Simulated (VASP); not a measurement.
MnHg, 4 atoms in the cell. Symmetry: Pm-3m, No. 221, cubic system. Conventional cell: a = 3.315 Å, b = 3.315 Å, c = 3.315 Å, α = 90.00°, β = 90.00°, γ = 90.00°. Within 3.8 Å of Mn (site symmetry m-3m) lie 8 Hg at 2.87 Å and 6 Mn at 3.31 to 3.32 Å. Within 3.8 Å of Hg (site symmetry m-3m) lie 8 Mn at 2.87 Å and 6 Hg at 3.31 Å. 

| Item | Value |
| --- | --- |
| Program | VASP 6.6.1 |
| Task | single point |
| Functional | PBEsol |
| Potentials or basis | VASP PAW PBE potentials, release 64 (Mn_pv, Hg) |
| Cutoff | 520 eV |
| k mesh | 12 × 12 × 6 |
| Occupations | gaussian, width 0.1 eV |
| Spin | collinear spin, antiferromagnetic start |
| Starting moments | [4.0, -4.0, 0.0, 0.0] μB |
| Dipole correction | no |
| Further INCAR settings | ALGO = Fast; EDIFF = 1e-07; NBANDS = 37 |

Potentials or basis: VASP PAW PBE potentials, release 64 (Mn_pv, Hg).

The run is started by

```console
$ cat potpaw_PBE.64/Mn_pv/POTCAR potpaw_PBE.64/Hg/POTCAR > POTCAR
$ mpirun -np 1 vasp_std > vasp.out
```

Hardware: 1 thread of Intel Xeon 8259CL, with other jobs on the host.

Task: Estimate the wall time of this run.

Result: It took 4.5 min on 1 thread of Intel Xeon 8259CL (shared host), peak memory 0.39 GiB. Counts: scf iterations 16, k points 44.
